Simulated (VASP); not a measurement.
**Al3Cu2: relaxation of shape and atoms at fixed volume with PBEsol**

Crystal: Al3Cu2.

```xyz
5
Lattice="4.1282 0.0000 0.0000 -2.0641 3.5751 0.0000 0.0000 0.0000 5.0186" Properties=species:S:1:pos:R:3 pbc="T T T"
Al    0.0000    0.0000    0.0000
Al    0.0000    2.3834    1.7651
Al    2.0641    1.1917    3.2535
Cu    0.0000    2.3834    4.2299
Cu    2.0641    1.1917    0.7887
```

```yaml
Program: VASP 6.6.1
Task: relaxation of shape and atoms at fixed volume
Functional: PBEsol
Potentials_or_basis: VASP PAW PBE potentials, release 64 (Al, Cu)
Cutoff: 600 eV
k_mesh: 12 × 12 × 8
Occupations: fermi-dirac, width 0.15 eV
Spin: no spin polarisation
Dipole_correction: no
Further_INCAR_settings: ALGO = Fast; EDIFF = 1e-06; IBRION = 2; EDIFFG = -0.001; NSW = 80; ISIF = 4
```

```
Ionic steps             : 20
Pressure after relaxing : -1.8 GPa
Band gap on the k mesh  : zero (an odd number of electrons rules out a gap without spin polarisation)
```

Step by step:
| step | energy change (eV) | largest force (eV/Å) | pressure (GPa) | volume (Å³) |
| --- | --- | --- | --- | --- |
| 1 | 0.0000 | 0.0127 | 0.33 | 74.07 |
| 2 | 0.0003 | 0.0111 | -1.81 | 74.07 |
| 3 | 0.0003 | 0.0051 | -1.67 | 74.07 |
| 4 | 0.0003 | 0.0055 | -1.93 | 74.07 |
| 5 | 0.0003 | 0.0048 | -1.78 | 74.07 |
| 6 | 0.0002 | 0.0052 | -1.72 | 74.07 |
| 7 | 0.0002 | 0.0055 | -1.66 | 74.07 |
| 8 | 0.0002 | 0.0059 | -1.68 | 74.07 |
| 9 | 0.0003 | 0.0062 | -1.69 | 74.07 |
| 10 | 0.0003 | 0.0061 | -1.73 | 74.07 |
| 11 | 0.0003 | 0.0060 | -1.73 | 74.07 |
| 12 | 0.0003 | 0.0060 | -1.74 | 74.07 |
| 13 | 0.0003 | 0.0060 | -1.75 | 74.07 |
| 14 | 0.0003 | 0.0060 | -1.76 | 74.07 |
| 15 | 0.0002 | 0.0040 | -1.76 | 74.07 |
| 16 | 0.0002 | 0.0025 | -1.74 | 74.07 |
| 17 | 0.0002 | 0.0027 | -1.79 | 74.07 |
| 18 | 0.0002 | 0.0007 | -1.72 | 74.07 |
| 19 | 0.0002 | 0.0019 | -1.66 | 74.07 |
| 20 | 0.0002 | 0.0000 | -1.80 | 74.07 |

Final structure:
```xyz
5
Lattice="4.1282 0.0000 0.0000 -2.0641 3.5752 0.0000 0.0000 0.0000 5.0185" Properties=species:S:1:pos:R:3 pbc="T T T"
Al    0.0000    0.0000    0.0000
Al    0.0000    2.3834    1.7642
Al    2.0641    1.1917    3.2544
Cu    0.0000    2.3834    4.2290
Cu    2.0641    1.1917    0.7895
```

Levels at points of the mesh, in eV from the Fermi level:
```csv
k point,band 12,band 13,band 14,band 15,band 16,band 17,band 18,band 19
"(0.00, 0.00, 0.00)",-3.56,-3.54,-0.15,-0.15,1.35,1.35,2.42,2.80
"(0.50, 0.00, 0.00)",-3.98,-2.96,-2.89,-2.50,-0.72,-0.12,0.41,3.06
"(0.00, 0.00, 0.50)",-4.06,1.22,1.22,1.37,1.37,1.85,2.39,2.39
"(0.50, 0.00, 0.50)",-4.09,-4.02,-3.43,-1.69,-0.13,0.75,0.92,5.09
```

Wall time 17 min on 1 thread of Intel Xeon 8259CL, with other jobs on the host, peak memory 0.39 GiB.

Caveat: the PAW data sets were made with another functional, which shifts forces and pressure a little.
